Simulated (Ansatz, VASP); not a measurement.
Ni in VASP and in Ansatz

```
Ni
1.0
     0.00000    1.75608    1.75608
     1.75608    0.00000    1.75608
     1.75608    1.75608    0.00000
Ni
1
Direct
  0.00000 0.00000 0.00000
```

Change from the starting cell: volume scaled by 0.98, crystal datasets.

Alike in both runs: task electric field gradients; functional PBE; k mesh 20 × 20 × 20; occupations fermi-dirac, width 0.05 eV; collinear spin.

|  | VASP | Ansatz |
| --- | --- | --- |
| version | VASP 6.6.1 | Ansatz 0.2.0 |
| potentials or method | VASP PAW PBE potentials, release 64 (Ni), cutoff 520 eV | all-electron PAW with datasets made for the crystal, scalar-relativistic |

|  | VASP | Ansatz | Ansatz less VASP |
| --- | --- | --- | --- |
| pressure (GPa) | 1.1 | 1.1 | +0.04 |
| net moment per atom (μB) | 0.63 | 0.64 | +0.010 |
| size of the moment on the site where the two differ most (μB) | 0.64 | 0.68 | +0.038 |

Site moments also hang on the region over which each program counts them. Ansatz ran all-electron here, and VASP with PAW potentials. Ansatz's warnings: printed levels off.
